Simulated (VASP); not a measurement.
# Pd (Fm-3m) in VASP: a series of runs

Runs on Pd. Level: LDA. Tasks: single point, relaxation of volume and atoms at fixed shape.

Program: VASP 6.6.1. These are calculated values, not measurements. Logs are shortened: lines on timing, memory, paths and dates and some standing lists are left out, and cuts for length are marked.

### Step 1. The cell of the first run

It takes space group Fm-3m (No. 225, cubic). Conventional cell: a = 3.838 Å, b = 3.838 Å, c = 3.838 Å, α = 90.00°, β = 90.00°, γ = 90.00°. Pd (site symmetry m-3m) has 12 Pd at 2.71 Å within 3.6 Å.

### Step 2. Single point, LDA

INCAR reads:

```
ALGO = Normal
EDIFF = 1E-6
ENCUT = 500
GGA_COMPAT = F
ISIF = 2
ISMEAR = 1
LASPH = T
LCHARG = F
LREAL = F
LWAVE = F
NBANDS = 11
NELM = 120
PREC = Accurate
SIGMA = 0.05
```

KPOINTS reads:

```
k-points
0
Gamma
  10 10 10
```

POSCAR reads:

```
Pd
1.0
    0.0000000000      1.9191353299      1.9191353299
    1.9191353299      0.0000000000      1.9191353299
    1.9191353299      1.9191353299      0.0000000000
Pd
1
Direct
    0.0000000000      0.0000000000      0.0000000000
```

Potentials or basis: VASP PAW LDA potentials, release 64 (Pd).

Launch:

```
$ cat potpaw_LDA.64/Pd/POTCAR > POTCAR
$ mpirun -np 1 vasp_std > vasp.out
```

OUTCAR:

```text
EDIFF = 1E-6
   ENCUT = 500
   ISIF = 2
   ISMEAR = 1
   LASPH = T
   LREAL = F
   NELM = 120
   PREC = Accurate

 ion  position               nearest neighbor table
   1  0.000  0.000  0.000-

  LATTYP: Found a face centered cubic cell.
 ALAT       =     3.8382706598

  Lattice vectors:

 A1 = (   0.0000000000,   1.9191353299,   1.9191353299)
 A2 = (   1.9191353299,   0.0000000000,   1.9191353299)
 A3 = (   1.9191353299,   1.9191353299,   0.0000000000)

Analysis of symmetry for initial positions (statically):
=====================================================================
 Subroutine PRICEL returns:
 Original cell was already a primitive cell.

 Routine SETGRP: Setting up the symmetry group for a
 face centered cubic supercell.

 Subroutine GETGRP returns: Found 48 space group operations
 (whereof 48 operations were pure point group operations)
 out of a pool of 48 trial point group operations.

The static configuration has the point symmetry O_h .

Analysis of symmetry for dynamics (positions and initial velocities):
=====================================================================
 Subroutine PRICEL returns:
 Original cell was already a primitive cell.

 Routine SETGRP: Setting up the symmetry group for a
 face centered cubic supercell.

 Subroutine GETGRP returns: Found 48 space group operations
 (whereof 48 operations were pure point group operations)
 out of a pool of 48 trial point group operations.

The dynamic configuration has the point symmetry O_h .

 Subroutine INISYM returns: Found 48 space group operations
 (whereof 48 operations are pure point group operations),
 and found     1 'primitive' translations

----------------------------------------------------------------------------------------

                                     Primitive cell

  volume of cell :      14.1367

  direct lattice vectors                    reciprocal lattice vectors
     0.000000000  1.919135330  1.919135330    -0.260533998  0.260533998  0.260533998
     1.919135330  0.000000000  1.919135330     0.260533998 -0.260533998  0.260533998
     1.919135330  1.919135330  0.000000000     0.260533998  0.260533998 -0.260533998

  length of vectors
     2.714067212  2.714067212  2.714067212     0.451258121  0.451258121  0.451258121

  position of ions in fractional coordinates (direct lattice)
     0.000000000  0.000000000  0.000000000

  ion indices of the primitive-cell ions
   primitive index   ion index
                 1           1

----------------------------------------------------------------------------------------

 KPOINTS: k-points

Automatic generation of k-mesh.
 Grid dimensions read from file:
 generate k-points for:   10   10   10

 Generating k-lattice:

  Cartesian coordinates                     Fractional coordinates (reciprocal lattice)
    -0.026053400  0.026053400  0.026053400     0.100000000  0.000000000  0.000000000
     0.026053400 -0.026053400  0.026053400     0.000000000  0.100000000  0.000000000
     0.026053400  0.026053400 -0.026053400     0.000000000  0.000000000  0.100000000

  Length of vectors
     0.045125812  0.045125812  0.045125812

  Shift w.r.t. Gamma in fractional coordinates (k-lattice)
     0.000000000  0.000000000  0.000000000

 Subroutine IBZKPT returns following result:
 ===========================================

 Found     47 irreducible k-points:

 Following reciprocal coordinates:
            Coordinates               Weight
  0.000000  0.000000  0.000000      1.000000
  0.100000  0.000000  0.000000      8.000000
  0.200000  0.000000  0.000000      8.000000
  0.300000  0.000000  0.000000      8.000000
  0.400000  0.000000  0.000000      8.000000
  0.500000  0.000000  0.000000      4.000000
[... 16 lines left out ...]
  0.300000  0.300000  0.000000      6.000000
  0.400000  0.300000  0.000000     24.000000
 [... further k-points ...]
   k-points           NKPTS =     47   k-points in BZ     NKDIM =     47   number of bands    NBANDS=     11
   number of dos      NEDOS =    301   number of ions     NIONS =      1
   total plane-waves  NPLWV =   8000
   dimension x,y,z NGX =    20 NGY =   20 NGZ =   20
   dimension x,y,z NGXF=    40 NGYF=   40 NGZF=   40
   ions per type =               1
   NGX,Y,Z   is equivalent  to a cutoff of  12.25, 12.25, 12.25 a.u.
   NGXF,Y,Z  is equivalent  to a cutoff of  24.50, 24.50, 24.50 a.u.
 SYSTEM =  unknown system
   PREC   = accura    normal or accurate (medium, high low for compatibility)
   ISTART =      0    job   : 0-new  1-cont  2-samecut
   ICHARG =      2    charge: 1-file 2-atom 10-const
   ISPIN  =      1    spin polarized calculation?
   LNONCOLLINEAR =      F non collinear calculations
   LSORBIT =      F    spin-orbit coupling
   LASPH  =      T    aspherical Exc in radial PAW
   ENCUT  =  500.0 eV  36.75 Ry    6.06 a.u.   4.95  4.95  4.95*2*pi/ulx,y,z
   NELM   =    120;   NELMIN=  2; NELMDL= -5     # of ELM steps
   EDIFF  = 0.1E-05   stopping-criterion for ELM
   LREAL  =      F    real-space projection
   EDIFFG = 0.1E-04   stopping-criterion for IOM
   NSW    =      0    number of steps for IOM
   IBRION =     -1    ionic relax: 0-MD 1-quasi-New 2-CG
   NFREE  =      0    steps in history (QN), initial steepest desc. (CG)
   ISIF   =      2    stress and relaxation
   ISYM   =      2    0-nonsym 1-usesym 2-fastsym
   POTIM  = 0.5000    time-step for ionic-motion
   TEBEG  =    0.0;   TEEND  =   0.0 temperature during run
   PSTRESS=    0.0 pullay stress
   NELECT =      10.0000    total number of electrons
   NUPDOWN=      -1.0000    fix difference up-down
   EMIN   =  10.00;   EMAX   =-10.00  energy-range for DOS
   EFERMI =   0.00;   METHOD = LEGACY
   ISMEAR =     1;   SIGMA  =   0.05  broadening in eV -4-tet -1-fermi 0-gaus
   EFERMI_NEDOS =   21; number of points for ismear=-14 and -15
   IALGO  =     38    algorithm
   IMIX   =      4    mixing-type and parameters
     AMIX     =   0.40;   BMIX     =  1.00
     AMIX_MAG =   1.60;   BMIX_MAG =  1.00
  volume/ion in A,a.u.               =      14.14        95.40
  Fermi-wavevector in a.u.,A,eV,Ry     =   1.458677  2.756500 28.949654  2.127740
  Thomas-Fermi vector in A             =   2.575334
   LORBIT       =      0    0 simple, 1 ext, 2 COOP (PROOUT), +10 PAW based schemes
   GGA     = CA    functional components
   LHFCALC =     F    Hartree Fock is set to
   AEXX    =    0.0000 exact exchange contribution
   IVDW    =     0    specifies the selected vdW correction
   LEPSILON=     F    determine dielectric tensor
   LRPA    =     F    only Hartree local field effects (RPA)
 non-spin polarized calculation
 Methfessel and Paxton  Order N= 1 SIGMA  =   0.05
  energy-cutoff  :      500.00
  volume of cell :       14.14
 maximum number of plane-waves:       370
   NGX =  9   NGY =  9   NGZ =  9

 number of electron      10.0000005 magnetization

 Free energy of the ion-electron system (eV)
  ---------------------------------------------------
  ext. energy  EPLUGINS =         0.00000000
  ---------------------------------------------------
  free energy    TOTEN  =        -6.50918168 eV

  energy without entropy =       -6.50911858  energy(sigma->0) =       -6.50916065

 E-fermi :  10.3680     XC(G=0): -13.7767

 val. band max:       10.3535238762   @ k =   0.5000   0.1000   0.0000
 cond. band min:      10.4013242772   @ k =   0.5000   0.2000   0.0000
 fundamental gap:      0.0478004011
 Fermi energy:        10.3679832417

 k-point     1 :       0.0000    0.0000    0.0000
  band No.  band energies     occupation
      1       2.7649      2.00000
      2       7.2746      2.00000
      3       7.2746      2.00000
      4       7.2746      2.00000
      5       9.0391      2.00000
      6       9.0391      2.00000
      7      27.4748      0.00000
      8      32.4400      0.00000
      9      32.4400      0.00000
     10      32.4400      0.00000
     11      35.9845      0.00000

 k-point     2 :       0.1000    0.0000    0.0000
  band No.  band energies     occupation
      1       3.1358      2.00000
      2       7.1452      2.00000
      3       7.4016      2.00000
      4       7.4016      2.00000
      5       8.9816      2.00000
      6       8.9816      2.00000
      7      27.8731      0.00000
      8      30.4891      0.00000
      9      32.8971      0.00000
     10      32.8971      0.00000
     11      36.0173      0.00000

 k-point     3 :       0.2000    0.0000    0.0000
  band No.  band energies     occupation
      1       4.0644      2.00000
      2       7.0158      2.00000
      3       7.5975      2.00000
      4       7.5975      2.00000
      5       9.0125      2.00000
      6       9.0125      2.00000
      7      26.8963      0.00000
      8      28.7948      0.00000
      9      34.0135      0.00000
     10      34.0135      0.00000
     11      36.0605      0.00000

 k-point     4 :       0.3000    0.0000    0.0000
  band No.  band energies     occupation
      1       4.7245      2.00000
      2       7.5168      2.00000
      3       7.5168      2.00000
      4       7.8177      2.00000
      5       9.4714      2.00000
      6       9.4714      2.00000
      7      23.3273      0.00000
      8      28.2091      0.00000
      9      34.0968      0.00000
     10      34.0968      0.00000
     11      36.8071      0.00000

 k-point     5 :       0.4000    0.0000    0.0000
  band No.  band energies     occupation
      1       4.7121      2.00000
      2       7.3175      2.00000
      3       7.3175      2.00000
      4       9.8150      2.00000
      5      10.0699      2.00000
      6      10.0699      2.00000
      7      19.8054      0.00000
      8      27.2434      0.00000
      9      32.4054      0.00000
     10      32.4054      0.00000
     11      36.0031      0.00000
[... 211 lines left out ...]
 k-point    21 :      -0.3000    0.2000    0.0000
  band No.  band energies     occupation
      1       5.7648      2.00000
      2       6.8283      2.00000
      3       7.3356      2.00000
      4       8.0888      2.00000
      5       9.2173      2.00000
      6      12.6970      0.00000
      7      21.6471      0.00000
      8      25.1977      0.00000
      9      29.8494      0.00000
     10      32.5958      0.00000
     11      36.0068      0.00000

 k-point    22 :      -0.2000    0.2000    0.0000
  band No.  band energies     occupation
      1       5.6462      2.00000
      2       6.5072      2.00000
      3       7.3703      2.00000
      4       8.2822      2.00000
      5       8.4345      2.00000
      6      11.0166     -0.00000
      7      24.9599      0.00000
      8      25.9678      0.00000
      9      31.0901      0.00000
     10      33.6598      0.00000
     11      35.2388      0.00000

 k-point    23 :       0.3000    0.3000    0.0000
  band No.  band energies     occupation
      1       5.1615      2.00000
      2       5.5766      2.00000
      3       9.0730      2.00000
      4       9.1838      2.00000
      5       9.1838      2.00000
      6       9.8482      2.00000
      7      27.2243      0.00000
      8      27.2243      0.00000
      9      27.7520      0.00000
     10      31.1365      0.00000
     11      32.9378      0.00000

 k-point    24 :       0.4000    0.3000    0.0000
  band No.  band energies     occupation
      1       5.1458      2.00000
      2       5.4265      2.00000
      3       8.7640      2.00000
      4       9.3206      2.00000
      5      10.2659      2.01399
      6      11.3760      0.00000
      7      24.2498      0.00000
      8      25.9945      0.00000
      9      26.1766      0.00000
     10      31.6750      0.00000
     11      33.9887      0.00000

 [... further k-points ...]

------------------------ aborting loop because EDIFF is reached ----------------------------------------

  FORCE on cell =-STRESS in cart. coord.  units (eV):
  Direction    XX          YY          ZZ          XY          YZ          ZX
  --------------------------------------------------------------------------------------
  -------------------------------------------------------------------------------------
  Total        0.0252586      0.0252586      0.0252586      0.0000000      0.0000000      0.0000000
  in kB        2.8626815      2.8626815      2.8626815      0.0000000      0.0000000      0.0000000
  external PRESSURE =       2.8626815 kB  Pullay stress =       0.0000000 kB

 VOLUME and BASIS-vectors are now :
 -----------------------------------------------------------------------------
  energy-cutoff  :      500.00
  volume of cell :       14.14
      direct lattice vectors                 reciprocal lattice vectors
     0.000000000  1.919135330  1.919135330    -0.260533998  0.260533998  0.260533998
     1.919135330  0.000000000  1.919135330     0.260533998 -0.260533998  0.260533998
     1.919135330  1.919135330  0.000000000     0.260533998  0.260533998 -0.260533998

 POSITION                                       TOTAL-FORCE (eV/Angst)
 -----------------------------------------------------------------------------------
      0.00000      0.00000      0.00000         0.000000      0.000000      0.000000
 -----------------------------------------------------------------------------------
    total drift:                                0.000000      0.000000     -0.000000

  FREE ENERGIE OF THE ION-ELECTRON SYSTEM (eV)
  ---------------------------------------------------
  free  energy   TOTEN  =        -6.5091816837 eV

  energy  without entropy=       -6.5091185798  energy(sigma->0) =       -6.50916065
```

It took 2.8 s on 1 thread of Intel Xeon 6975P-C (Granite Rapids), shared host; peak memory 0.12 GiB.

What came out:

```
Free energy            : -6.5092 eV
Pressure               : 0.3 GPa
Band gap on the k mesh : zero (bands 5 and 6 overlap by 1.69 eV)
```

Levels at points of the mesh, in eV from the Fermi level:
```csv
k point,band 2,band 3,band 4,band 5,band 6,band 7,band 8,band 9
"(0.00, 0.00, 0.00)",-3.09,-3.09,-3.09,-1.33,-1.33,17.11,22.07,22.07
"(0.50, 0.00, 0.00)",-3.14,-3.14,-0.03,-0.03,0.82,7.58,16.49,21.30
"(0.50, 0.50, 0.00)",-5.53,-0.05,0.30,0.30,3.22,11.14,13.27,13.27
```

### Step 3. Relaxation of volume and atoms at fixed shape, LDA

This run uses another cell than the first one, of 14.72 Å³/atom.

INCAR reads:

```
PREC = Accurate
ENCUT = 500
EDIFF = 1E-7
ISMEAR = 1
SIGMA = 0.05
LREAL = False
LASPH = True
NELM = 120
ALGO = Normal
ISIF = 8
LWAVE = False
LCHARG = False
GGA = CA
IBRION = 2
NSW = 80
EDIFFG = -0.03
GGA_COMPAT = False
NELMIN = 4
```

KPOINTS reads:

```
Automatic mesh
0
Gamma
  10 10 10
```

POSCAR reads:

```
Pd
1.0
    0.0000000000      1.9450000000      1.9450000000
    1.9450000000      0.0000000000      1.9450000000
    1.9450000000      1.9450000000      0.0000000000
Pd
1
Direct
    0.0000000000      0.0000000000      0.0000000000
```

Potentials or basis: VASP PAW LDA potentials, release 64 (Pd).

Launch:

```
$ cat potpaw_LDA.64/Pd/POTCAR > POTCAR
$ mpirun -np 1 vasp_std > vasp.out
```

It took 5.2 s on 1 thread of Intel Xeon 6975P-C (Granite Rapids), shared host; peak memory 0.12 GiB.

Results (log left out):

| Property | Result |
| --- | --- |
| Free energy | -6.5094 eV |
| Relaxed volume | 14.16 Å³/atom |
| Relaxed cell | a = 2.716 Å, b = 2.716 Å, c = 2.716 Å, α = 60.00°, β = 60.00°, γ = 60.00° |
| Space group after relaxing (to 0.1 Å) | Fm-3m (No. 225) |
| Energy gained by relaxing | 14.7 meV/atom |
| Ionic steps | 3 |
| Pressure after relaxing | -0.2 GPa |
| Band gap on the k mesh | zero (bands 5 and 6 overlap by 1.69 eV) |

The path:
```
step  energy change (eV)  largest force (eV/Å)  pressure (GPa)  volume (Å³)
   1              0.0000                0.0000           -8.00        14.72
   2              0.0374                0.0000           18.97        13.21
   3             -0.0147                0.0000           -0.19        14.16
```

Final structure:
```cif
data_structure
_symmetry_space_group_name_H-M 'P 1'
_symmetry_Int_Tables_number 1
_cell_length_a 2.7158
_cell_length_b 2.7158
_cell_length_c 2.7158
_cell_angle_alpha 60.000
_cell_angle_beta 60.000
_cell_angle_gamma 60.000
_cell_volume 14.16
loop_
_atom_site_label
_atom_site_type_symbol
_atom_site_fract_x
_atom_site_fract_y
_atom_site_fract_z
_atom_site_occupancy
Pd1 Pd 0.00000 0.00000 0.00000 1
```

Levels at points of the mesh, in eV from the Fermi level:
```csv
k point,band 3,band 4,band 5,band 6,band 7,band 8
"(0.00, 0.00, 0.00)",-3.08,-3.08,-1.32,-1.32,17.11,22.06
"(0.50, 0.00, 0.00)",-3.13,-0.03,-0.03,0.82,7.56,16.49
"(0.50, 0.50, 0.00)",-0.05,0.30,0.30,3.22,11.12,13.26
```
